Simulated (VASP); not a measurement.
# B3N2 (P-62m) in VASP: notebook, part 3 of 3

VASP 6.6.1.

**4. Single point, PBE**

This run uses another cell than the first one, of 8.88 Å³/atom.

The input, INCAR:

```
  ALGO = Normal
  EDIFF = 1E-6
  ENCUT = 1330
  GGA = PE
  GGA_COMPAT = F
  ISIF = 2
  ISMEAR = 0
  LASPH = T
  LCHARG = F
  LREAL = F
  LWAVE = F
  NBANDS = 18
  NELM = 120
  PREC = Accurate
  SIGMA = 0.1
```

The input, KPOINTS:

```
k-points
0
Gamma
  12 12 8
```

The input, POSCAR:

```
B3N2
1.0
    3.4471569832      0.0000000000      0.0000000000
   -1.7235784916      2.9853255183      0.0000000000
    0.0000000000      0.0000000000      4.3130874693
B N
3 2
Direct
    0.3348528644      0.0000000000      0.0000000000
    0.0000000000      0.3348528644      0.0000000000
    0.6651471356      0.6651471356      0.0000000000
    0.0000000000      0.0000000000      0.7596731720
    0.0000000000      0.0000000000      0.2403268280
```

Potentials or basis: VASP PAW PBE potentials, release 64 (B_h, N_h).

On the command line:

```
cat potpaw_PBE.64/B_h/POTCAR potpaw_PBE.64/N_h/POTCAR > POTCAR
mpirun -np 1 vasp_std > vasp.out
```

OUTCAR:

```text
EDIFF = 1E-6
   ENCUT = 1330
   GGA = PE
   ISIF = 2
   ISMEAR = 0
   LASPH = T
   LREAL = F
   NELM = 120
   PREC = Accurate

 ion  position               nearest neighbor table
   1  0.335  0.000  0.000-
   2  0.000  0.335  0.000-
   3  0.665  0.665  0.000-
   4  0.000  0.000  0.760-
   5  0.000  0.000  0.240-

  LATTYP: Found a hexagonal cell.
 ALAT       =     3.4471569832
 C/A-ratio  =     1.2512013495

  Lattice vectors:

 A1 = (   3.4471569832,   0.0000000000,   0.0000000000)
 A2 = (  -1.7235784916,   2.9853255183,   0.0000000000)
 A3 = (   0.0000000000,   0.0000000000,   4.3130874693)

Analysis of symmetry for initial positions (statically):
=====================================================================
 Subroutine PRICEL returns:
 Original cell was already a primitive cell.

 Routine SETGRP: Setting up the symmetry group for a
 hexagonal supercell.

 Subroutine GETGRP returns: Found 12 space group operations
 (whereof 12 operations were pure point group operations)
 out of a pool of 24 trial point group operations.

The static configuration has the point symmetry D_3h.

Analysis of symmetry for dynamics (positions and initial velocities):
=====================================================================
 Subroutine PRICEL returns:
 Original cell was already a primitive cell.

 Routine SETGRP: Setting up the symmetry group for a
 hexagonal supercell.

 Subroutine GETGRP returns: Found 12 space group operations
 (whereof 12 operations were pure point group operations)
 out of a pool of 24 trial point group operations.

The dynamic configuration has the point symmetry D_3h.

 Subroutine INISYM returns: Found 12 space group operations
 (whereof 12 operations are pure point group operations),
 and found     1 'primitive' translations

[... 121 lines left out ...]
  volume/ion in A,a.u.               =       8.88        59.91
  Fermi-wavevector in a.u.,A,eV,Ry     =   1.233803  2.331549 20.711726  1.522269
  Thomas-Fermi vector in A             =   2.368518
   LORBIT       =      0    0 simple, 1 ext, 2 COOP (PROOUT), +10 PAW based schemes
   GGA     = PE    functional components
   LHFCALC =     F    Hartree Fock is set to
   AEXX    =    0.0000 exact exchange contribution
   IVDW    =     0    specifies the selected vdW correction
   LEPSILON=     F    determine dielectric tensor
   LRPA    =     F    only Hartree local field effects (RPA)
 non-spin polarized calculation
 Gauss-broadening in eV      SIGMA  =   0.10
  energy-cutoff  :     1330.00
  volume of cell :       44.39
 maximum number of plane-waves:      4910
 NGX is ok and might be reduce to    42
   NGX = 21   NGY = 21   NGZ = 25

 number of electron      19.0000000 magnetization

 Free energy of the ion-electron system (eV)
  ---------------------------------------------------
  ext. energy  EPLUGINS =         0.00000000
  ---------------------------------------------------
  free energy    TOTEN  =       -33.93527131 eV

  energy without entropy =      -33.92539996  energy(sigma->0) =      -33.93033563

 E-fermi :   5.4081     XC(G=0): -10.3070

 val. band max:        5.4013031779   @ k =   0.3333  -0.0000   0.2500
 cond. band min:       5.4258146048   @ k =   0.2500   0.1667   0.2500
 fundamental gap:      0.0245114269
 Fermi energy:         5.4081080276

 k-point     1 :       0.0000    0.0000    0.0000
  band No.  band energies     occupation
      1     -15.3879      2.00000
      2      -9.4355      2.00000
      3      -2.4897      2.00000
      4      -2.1016      2.00000
      5      -1.9003      2.00000
      6      -1.9003      2.00000
[... 481 lines left out ...]
      5      -1.4918      2.00000
      6      -0.0490      2.00000
[... 10 lines left out ...]
     17      16.0102      0.00000
     18      16.5628      0.00000

 [... further k-points ...]

------------------------ aborting loop because EDIFF is reached ----------------------------------------

  FORCE on cell =-STRESS in cart. coord.  units (eV):
  Direction    XX          YY          ZZ          XY          YZ          ZX
  --------------------------------------------------------------------------------------
  -------------------------------------------------------------------------------------
  Total       -0.0313211     -0.0313211     -0.0318565      0.0000000      0.0000000      0.0000000
  in kB       -1.1305948     -1.1305948     -1.1499190      0.0000000      0.0000000      0.0000000
  external PRESSURE =      -1.1370362 kB  Pullay stress =       0.0000000 kB

 VOLUME and BASIS-vectors are now :
 -----------------------------------------------------------------------------
  energy-cutoff  :     1330.00
  volume of cell :       44.39
      direct lattice vectors                 reciprocal lattice vectors
     3.447156983  0.000000000  0.000000000     0.290094128  0.167485923  0.000000000
    -1.723578492  2.985325518  0.000000000     0.000000000  0.334971846  0.000000000
     0.000000000  0.000000000  4.313087469     0.000000000  0.000000000  0.231852474

 POSITION                                       TOTAL-FORCE (eV/Angst)
 -----------------------------------------------------------------------------------
      1.15429      0.00000      0.00000         0.009868     -0.000000      0.000000
     -0.57715      0.99964      0.00000        -0.004934      0.008546      0.000000
      1.14643      1.98568      0.00000        -0.004934     -0.008546      0.000000
      0.00000      0.00000      3.27654        -0.000000     -0.000000     -0.008002
      0.00000      0.00000      1.03655        -0.000000     -0.000000      0.008002
 -----------------------------------------------------------------------------------
    total drift:                               -0.000000     -0.000000      0.000000

  FREE ENERGIE OF THE ION-ELECTRON SYSTEM (eV)
  ---------------------------------------------------
  free  energy   TOTEN  =       -33.9352713087 eV

  energy  without entropy=      -33.9253999572  energy(sigma->0) =      -33.93033563
```

stdout:

```text
POSCAR found type information on POSCAR B N
 POSCAR found :  2 types and       5 ions
 scaLAPACK will be used
 LDA part: xc-table for (Slater+PW92), standard interpolation
 POSCAR, INCAR and KPOINTS ok, starting setup
 FFT: planning ... GRIDC
 FFT: planning ... GRID_SOFT
 FFT: planning ... GRID
 WAVECAR not read
 entering main loop
```

Wall time 4.9 min (1 thread of Intel Xeon Platinum 8259CL at 2.50GHz (Skylake/Cascade Lake), shared host); peak memory 0.45 GiB.

What came out:

- Free energy: -33.9353 eV
- Pressure: -0.1 GPa
- Largest force: 0.010 eV/Å
- Band gap on the k mesh: zero (an odd number of electrons rules out a gap without spin polarisation)

Forces in eV/Å, atoms in the order of the input:
```
B    0.010  0.000  0.000
B   -0.005  0.009  0.000
B   -0.005 -0.009  0.000
N    0.000  0.000 -0.008
N    0.000  0.000  0.008
```

Caveat: an odd number of electrons without spin polarisation forces a metal; a magnetic or distorted state may lie lower.

**5. Summary**

```tsv
cell	k mesh	gap on the mesh (eV)	pressure (GPa)	largest force (eV/Å)
a = 3.448, b = 3.448, c = 4.401 Å, angles 90.0, 90.0, 120.0°, 5 atoms, atomic positions A	6 × 6 × 4	none	-0.3	0.02
a = 3.447, b = 3.447, c = 4.288 Å, angles 90.0, 90.0, 120.0°, 5 atoms, atomic positions B	12 × 12 × 10	none	-0.1	0.01
a = 3.447, b = 3.447, c = 4.313 Å, angles 90.0, 90.0, 120.0°, 5 atoms, atomic positions C	12 × 12 × 8	none	-0.1	0.01
```

Alike in all rows: task single point; level PBE; potentials or basis VASP PAW PBE potentials, release 64 (B_h, N_h); no spin polarisation; cutoff (eV) 1330; smearing gaussian 0.1 eV.

Caveats: an odd number of electrons without spin polarisation forces a metal; a magnetic or distorted state may lie lower.

Absolute energies hang on the potentials; compare differences alone.

The gap in the log of VASP goes by the Fermi energy; the results here count the filled bands.